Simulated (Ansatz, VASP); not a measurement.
## NiSb: VASP beside Ansatz

```
CELL_PARAMETERS angstrom
3.94000 0.00000 0.00000
-1.97000 3.41214 0.00000
0.00000 0.00000 5.14000
ATOMIC_POSITIONS crystal
Ni 0.00000 0.00000 0.00000
Ni 0.00000 0.00000 0.50000
Sb 0.38409 0.66667 0.25000
Sb 0.66667 0.33333 0.75000
```

Alike in both runs: task single point; functional PBE; k mesh 6 × 6 × 4; occupations gaussian, width 0.1 eV; no spin polarisation.

```csv
,VASP,Ansatz
version,VASP 6.6.1,Ansatz 0.2.0
potentials or method,"VASP PAW PBE potentials, release 64 (Ni, Sb), cutoff 520 eV","scalar-relativistic, plane waves, PAW"
valence electrons in the cell,30,66
```

Ansatz gave:

```
gap on the k mesh at the Fermi level (eV)                     : none
pressure (GPa)                                                : 3.9
traceless stress, the component that is largest in VASP (GPa) : 3.16
rms of the force components (eV/Å)                            : 0.546
```

Task: Which values does VASP return?

Result: gap on the k mesh at the Fermi level (eV): none; pressure (GPa): 3.7; traceless stress, the component that is largest in VASP (GPa): 3.12; rms of the force components (eV/Å): 0.542.

Atom by atom the forces differ by 0.004 eV/Å (rms over components). A gap of «none» marks a metal or a gap that the smearing closes. The functional is the same, so the differences come from potentials, cutoffs and numerics. VASP's potentials hold 30 valence electrons a cell and Ansatz's 66, so a difference there can come from the potentials and not from the codes.

Neither program's run includes spin-orbit coupling.
